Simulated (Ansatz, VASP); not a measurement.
# Two plane-wave programs on CdPd

```
Cd Pd
1.0
     2.96312    0.00000    0.00000
     0.00000    2.96312    0.00000
     0.00000    0.00000    3.62386
Cd Pd
1 1
Direct
  0.00000 0.00000 0.00000
  0.50000 0.50000 0.50000
```

Alike in both runs: functional LDA; k mesh 14 × 14 × 12; occupations gaussian, width 0.1 eV; no spin polarisation.

Ansatz relaxed the structure, and its values are those at the end. VASP's run is a single point on that final structure, the one shown.

```csv
,VASP,Ansatz
version,VASP 6.6.1,Ansatz 0.2.0
potentials or method,"VASP PAW LDA potentials, release 64 (Cd_sv_GW, Pd_sv_GW), cutoff 540 eV","scalar-relativistic, plane waves, PAW"
valence electrons in the cell,38,38
```

Ansatz gave:

```
gap on the k mesh at the Fermi level (eV) : none
pressure (GPa)                            : 0.0
```

Q: What did VASP give for the same quantities?

A: gap on the k mesh at the Fermi level (eV): none; pressure (GPa): -2.2.

LDA's correlation is that of Perdew and Zunger in VASP and of Perdew and Wang (1992) in Ansatz. A gap of «none» marks a metal or a gap that the smearing closes.
